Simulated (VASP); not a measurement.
Write the native input for VASP 6.6.1 that does the following.

| Item | Value |
| --- | --- |
| Task | single point |
| Functional | PBE |
| Potentials or basis | VASP PAW PBE potentials, release 64 (Pt, F) |
| Cutoff | 520 eV |
| k mesh | 12 × 12 × 18 |
| Occupations | gaussian, width 0.1 eV |
| Spin | no spin polarisation |
| Dipole correction | no |
| Further INCAR settings | ALGO = Normal; EDIFF = 1e-07; NBANDS = 20 |

The structure of Pt2F lies in POSCAR:

```
Pt2F
1.0
    4.4277943008      0.0000000000      0.0000000000
   -2.2138971504      3.8345823473      0.0000000000
    0.0000000000      0.0000000000      2.6380497987
Pt F
2 1
Direct
    0.3333333333      0.6666666667      0.5000000000
    0.6666666667      0.3333333333      0.5000000000
    0.0000000000      0.0000000000      0.0000000000
```

The input as run:

INCAR

```
PREC = Accurate ; ENCUT = 520
EDIFF = 1E-7 ; ISMEAR = 0
SIGMA = 0.1 ; LREAL = False
LASPH = True ; NELM = 100
ALGO = Normal ; ISIF = 2
LWAVE = False ; LCHARG = True
GGA = PE ; LELF = True
LVHAR = True ; NBANDS = 20
```

KPOINTS

```
regular mesh
0
Gamma
  12 12 18
```

Potentials or basis: VASP PAW PBE potentials, release 64 (Pt, F).

Command:

```console
$ cat potpaw_PBE.64/Pt/POTCAR potpaw_PBE.64/F/POTCAR > POTCAR
$ mpirun -np 1 vasp_std > vasp.out
```

It gave:

```json
{
 "Pressure": "-0.5 GPa"
}
```

Caveat: an odd number of electrons without spin polarisation forces a metal; a magnetic or distorted state may lie lower.

Wall time 2.3 min on 1 thread of Intel(R) Xeon(R) Platinum 8259CL CPU @ 2.50GHz (Skylake/Cascade Lake) (shared host), peak memory 0.28 GiB.
